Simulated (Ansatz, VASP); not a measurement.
# One calculation of B, two programs

Contents of INCAR:

```
SYSTEM = B
  ALGO = Normal
  EDIFF = 1E-7
  ENCUT = 520
  GGA = PE
  ISIF = 2
  ISMEAR = -1
  ISPIN = 2
  LASPH = .TRUE.
  LCHARG = .TRUE.
  LELF = .TRUE.
  LORBIT = 11
  LREAL = .FALSE.
  LVHAR = .TRUE.
  LWAVE = .FALSE.
  MAGMOM = 1.2
  NBANDS = 12
  NELM = 150
  PREC = Accurate
  SIGMA = 0.1
```

File KPOINTS:

```
k-points
0
G
  1 1 1
  0 0 0
```

The input POSCAR:

```
B
1.0
    9.0000000000      0.0000000000      0.0000000000
    0.0000000000      9.1000000000      0.0000000000
    0.0000000000      0.0000000000      9.2000000000
B
1
Direct
    0.5130000000      0.5065000000      0.4956666667
```

Input for Ansatz:

```yaml
crystal:
  lattice:
    - [9.0, 0.0, 0.0]
    - [0.0, 9.1, 0.0]
    - [0.0, 0.0, 9.2]
  atoms:
    - { symbol: B, position: [0.513, 0.5065, 0.495666666667], spin: 1.2 }
kpoints:
  mp_grid: { grid: [1, 1, 1], shift: [0, 0, 0] }
hamiltonian:
  xc: pbe
  pseudopotentials: { kind: paw }
magnetization:
  spin_polarized: true
scf:
  occupations: { method: fermi_dirac, width: 0.1 }
```

Alike in both runs: task single point; functional PBE; k mesh 1 × 1 × 1; occupations fermi-dirac, width 0.1 eV; collinear spin.

|  | VASP | Ansatz |
| --- | --- | --- |
| version | VASP 6.6.1 | Ansatz development build ahead of 0.2.0 |
| potentials or method | VASP PAW PBE potentials, release 64 (B) | PAW (an earlier, plane waves, scalar-relativistic |
| plane-wave cutoff (eV) | 520 | 710 |

|  | VASP | Ansatz | Ansatz less VASP |
| --- | --- | --- | --- |
| net moment per atom (μB) | 1.00 | 1.00 | 0.000 |
| size of the moment on the site where the two differ most (μB) | 0.42 | 1.00 | +0.580 |

Site moments also hang on the region over which each program counts them. Ansatz's warnings: reached outside group, stability check not made.
